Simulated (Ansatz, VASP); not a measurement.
## Co in VASP and in Ansatz

```xyz
2
Lattice="0.0000 2.5943 2.5943 2.5943 0.0000 2.5943 2.5943 2.5943 0.0000" Properties=species:S:1:pos:R:3 pbc="T T T"
Co    0.6486    0.6486    0.6486
Co    4.5400    4.5400    4.5400
```

Alike in both runs: task single point; functional revPBE; k mesh 12 × 12 × 12; occupations fermi-dirac, width 0.05 eV; collinear spin.

|  | VASP | Ansatz |
| --- | --- | --- |
| version | VASP 6.6.1 | Ansatz 0.2.0 |
| potentials or method | VASP PAW PBE potentials, release 64 (Co), cutoff 520 eV | plane waves (420 eV) with PAW, scalar-relativistic |
| valence electrons in the cell | 18 | 34 |

```tsv
	VASP	Ansatz	Ansatz less VASP
pressure (GPa)	-3.7	-3.4	+0.36
net moment per atom (μB)	1.75	1.76	+0.006
size of the moment on the site where the two differ most (μB)	1.76	1.80	+0.037
```

VASP's potentials were made for PBE, not for revPBE. Site moments also hang on the region over which each program counts them. With one functional, cell and mesh, what is left measures potentials, basis and numerics. VASP's potentials hold 18 valence electrons a cell and Ansatz's 34, so a difference there can come from the potentials and not from the codes.
